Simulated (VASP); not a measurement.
Al, 1 atom in the cell. It takes space group Fm-3m (No. 225, cubic). The conventional cell has a = 4.129 Å, b = 4.129 Å, c = 4.129 Å, α = 90.00°, β = 90.00°, γ = 90.00°. Al (site symmetry m-3m) has 12 Al at 2.92 Å within 3.8 Å. 

```yaml
Program: VASP 6.6.1
Task: single point
Functional: r2SCAN
Dispersion: D4
Potentials_or_basis: VASP PAW PBE potentials, release 64 (Al)
Cutoff: 520 eV
k_mesh: 11 × 11 × 11
Occupations: fermi-dirac, width 0.05 eV
Spin: no spin polarisation
Dipole_correction: no
Further_INCAR_settings: ALGO = Normal; EDIFF = 1e-07; NBANDS = 8
```

Potentials or basis: VASP PAW PBE potentials, release 64 (Al).

Run with:

```console
$ cat potpaw_PBE.64/Al/POTCAR > POTCAR
$ cp INCAR.step1 INCAR
$ mpirun -np 1 vasp_std > vasp.out
$ cp INCAR.step2 INCAR
$ mpirun -np 1 vasp_std > vasp.out
```

Hardware: 1 thread of Intel(R) Xeon(R) Platinum 8559C (Emerald Rapids) (shared host).

How long does it take, and how much memory?

It took 19 s on 1 thread of Intel(R) Xeon(R) Platinum 8559C (Emerald Rapids), on a shared host, peak memory 0.13 GiB. Counts: k points 56.
